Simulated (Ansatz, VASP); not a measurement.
# One calculation of CoO, two programs

```
Co O
1.0
    -1.51554    1.51554    2.10725
     1.51554   -1.51554    2.10725
     1.50046    1.50046   -2.10725
Co O
1 1
Direct
  0.00000 0.00000 0.00000
  0.50000 0.50000 0.00000
```

Change from the starting cell: strain = -0.01.

Alike in both runs: task single point; functional PBE; k mesh 9 × 9 × 9; occupations fermi-dirac, width 0.05 eV; collinear spin.

```csv
,VASP,Ansatz
version,VASP 6.6.1,Ansatz 0.2.0
potentials or method,"VASP PAW PBE potentials, release 64 (Co, O), cutoff 600 eV","all-electron LAPW, scalar-relativistic"
```

|  | VASP | Ansatz | Ansatz less VASP |
| --- | --- | --- | --- |
| gap on the k mesh at the Fermi level (eV) | none | none | - |
| pressure (GPa) | -1.2 | -0.3 | +0.90 |
| traceless stress, the component that is largest in VASP (GPa) | 0.16 | -0.15 | -0.311 |
| net moment per atom (μB) | 1.42 | 1.44 | +0.017 |
| size of the moment on the site where the two differ most (μB) | 2.52 | 2.55 | +0.039 |

Site moments also hang on the region over which each program counts them. A gap of «none» marks a metal or a gap that the smearing closes. Ansatz ran all-electron here, and VASP with PAW potentials.

Noted on Ansatz's run: the k mesh is thin for a metal, which can move the energy by tens of meV per atom.
